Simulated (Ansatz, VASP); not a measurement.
Two plane-wave programs on Mo

The input INCAR:

```
SYSTEM = Mo
PREC = Accurate
ENCUT = 600
EDIFF = 1E-7
ISMEAR = -1
SIGMA = 0.1
LREAL = .False.
LASPH = .True.
NELM = 80
ALGO = Normal
ISIF = 3
LWAVE = .False.
LCHARG = .False.
GGA = RE
IBRION = 2
NSW = 80
EDIFFG = -0.01
```

The input KPOINTS:

```
regular mesh
0
Gamma
  13 13 7
  0 0 0
```

Contents of POSCAR:

```
Mo
1.0
    2.8039216218      0.0000000000      0.0000000000
   -1.4019608109      2.4282673547      0.0000000000
    0.0000000000      0.0000000000      4.5788040084
Mo
2
Direct
    0.3333333333      0.6666666667      0.2500000000
    0.6666666667      0.3333333333      0.7500000000
```

Input for Ansatz:

```yaml
crystal:
  lattice:
    - [2.8039216218, 0.0, 0.0]
    - [-1.4019608109, 2.4282673547, 0.0]
    - [0.0, 0.0, 4.5788040084]
  atoms:
    - { symbol: Mo, position: [0.3333333333, 0.6666666667, 0.25] }
    - { symbol: Mo, position: [0.6666666667, 0.3333333333, 0.75] }
hamiltonian:
  xc: revpbe
  pseudopotentials:
    kind: paw
    azcp:
      Mo: "pseudopotentials/Mo.paw.azcp"
basis:
  ecutwfc: 420
  fft_grid_basis: typed
kpoints:
  mp_grid: { grid: [13, 13, 7], shift: [0, 0, 0] }
magnetization:
  spin_polarized: false
scf:
  occupations: { method: fermi_dirac, width: 0.1 }
relax:
  max_steps: 60
  f_tol: 0.01
  cell: {}
```

Alike in both runs: task relaxation of cell and atoms; functional revPBE; k mesh 13 × 13 × 7; occupations fermi-dirac, width 0.1 eV; no spin polarisation.

```csv
,VASP,Ansatz
version,VASP 6.6.1,Ansatz 0.2.0
potentials or method,"VASP PAW PBE potentials, release 64 (Mo_sv), cutoff 600 eV","plane waves (420 eV) with PAW, scalar-relativistic"
valence electrons in the cell,28,28
```

```csv
,VASP,Ansatz,Ansatz less VASP
relaxed volume (Å³/atom),16.31,16.28,-0.024
relaxed cell length with the largest relative difference (Å),2.769,2.768,-0.0016
```

VASP's potentials were made for PBE, not for revPBE.
